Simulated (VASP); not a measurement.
Runs of VASP 6.6.1 on Ti3Al. The structure is that of space group Fm-3m (No. 225), or close to it. The cells are those of the table. 

```tsv
cell	gap on the mesh (eV)	pressure (GPa)	moment (μB)
a = 4.659 Å, angles 60.0°, 4 atoms	none	-9.2	2.13
a = 4.374 Å, angles 60.0°, 4 atoms	none	12.7	(a)
a = 4.513 Å, angles 60.0°, 4 atoms	none	-0.1	1.66
a = 4.468 Å, angles 60.0°, 4 atoms	none	3.6	(b)
a = 4.570 Å, angles 60.0°, 4 atoms	none	-4.1	1.84
```

Alike in all rows: task single point; level PBEsol; potentials or basis VASP PAW PBE potentials, release 64 (Ti_sv, Al); spin collinear, ferromagnetic start; k mesh 12 × 12 × 12; cutoff (eV) 520; smearing gaussian 0.1 eV.

**Question.** Estimate the missing entries.

**Answer.** (a) 1.27; (b) 1.52.

Caveats: the PAW data sets were made with another functional, which shifts forces and pressure a little.

A gap of «none» marks levels without a gap at the run's occupations.
